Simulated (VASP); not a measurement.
Wanted: the native input for a VASP 6.6.1 run.

| Item | Value |
| --- | --- |
| Task | single point |
| Functional | revPBE |
| Potentials or basis | VASP PAW PBE potentials, release 64 (Bi_d) |
| Cutoff | 520 eV |
| k mesh | 9 × 9 × 9 |
| Occupations | fermi-dirac, width 0.1 eV |
| Spin | no spin polarisation |
| Dipole correction | no |
| Further INCAR settings | ALGO = Normal; EDIFF = 1e-07; NBANDS = 22 |

The structure of Bi lies in POSCAR:

```
Bi
1.0
    0.0000000000      3.5241959435      3.5241959435
    3.5241959435      0.0000000000      3.5241959435
    3.5241959435      3.5241959435      0.0000000000
Bi
2
Direct
    0.1250000000      0.1250000000      0.1250000000
    0.8750000000      0.8750000000      0.8750000000
```

This isn't the form of Bi at room conditions, which is rhombohedral.

The input as run:

INCAR

```
SYSTEM = Bi
PREC = Accurate ; ENCUT = 520
EDIFF = 1E-7 ; ISMEAR = -1
SIGMA = 0.1 ; LREAL = .FALSE.
LASPH = .TRUE. ; NELM = 100
ALGO = Normal ; ISIF = 2
LWAVE = .FALSE. ; LCHARG = .FALSE.
GGA = RE ; NBANDS = 22
```

KPOINTS

```
Automatic mesh
0
G
  9 9 9
  0 0 0
```

Potentials or basis: VASP PAW PBE potentials, release 64 (Bi_d).

The run is started by

```bash
$ cat potpaw_PBE.64/Bi_d/POTCAR > POTCAR
$ mpirun -np 1 vasp_std > vasp.out
```

Results of the run:

The pressure is 4.4 GPa and the band gap on the k mesh is zero (bands 15 and 16 overlap by 0.73 eV).

Caveat: the cell stands under pressure; the PAW data sets were made with another functional, which shifts forces and pressure a little; spin-orbit coupling is left out, which moves the levels of the heavy elements.

Run time: 120 s on 1 thread of Intel Xeon 8259CL (shared host), peak memory 0.25 GiB.
